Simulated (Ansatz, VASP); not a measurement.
**MgBe2Te3: VASP beside Ansatz**

```
Mg Be Te
1.0
     7.72093    0.00000    0.00000
    -3.86047    6.68652    0.00000
     0.00000    0.00000    3.21438
Mg Be Te
1 2 3
Direct
  0.00000 0.00000 0.60563
  0.66667 0.33333 0.87639
  0.33333 0.66667 0.87639
  0.50000 0.50000 0.61174
  0.50000 0.00000 0.61174
  0.00000 0.50000 0.61174
```

Change from the starting cell: species swapped into the ErCo3Ge2 type (P6mm, No. 183).

Alike in both runs: task relaxation of cell and atoms; functional PBE; k mesh 3 × 3 × 6; occupations gaussian, width 0.1 eV; no spin polarisation.

|  | VASP | Ansatz |
| --- | --- | --- |
| version | VASP 6.6.1 | Ansatz 0.2.0 |
| potentials or method | VASP PAW PBE potentials, release 64 (Mg, Be, Te), cutoff 600 eV | scalar-relativistic, plane waves, PAW |
| valence electrons in the cell | 24 | 62 |

|  | VASP | Ansatz | Ansatz less VASP |
| --- | --- | --- | --- |
| gap on the k mesh at the Fermi level, each at its own relaxed structure (eV) | none | none | - |
| relaxed volume (Å³/atom) | 27.92 | 28.15 | +0.237 |
| relaxed cell length with the largest relative difference (Å) | 3.408 | 3.418 | +0.0101 |

A gap of «none» marks a metal or a gap that the smearing closes. VASP's potentials hold 24 valence electrons a cell and Ansatz's 62, so a difference there can come from the potentials and not from the codes.

Neither program's run includes spin-orbit coupling.
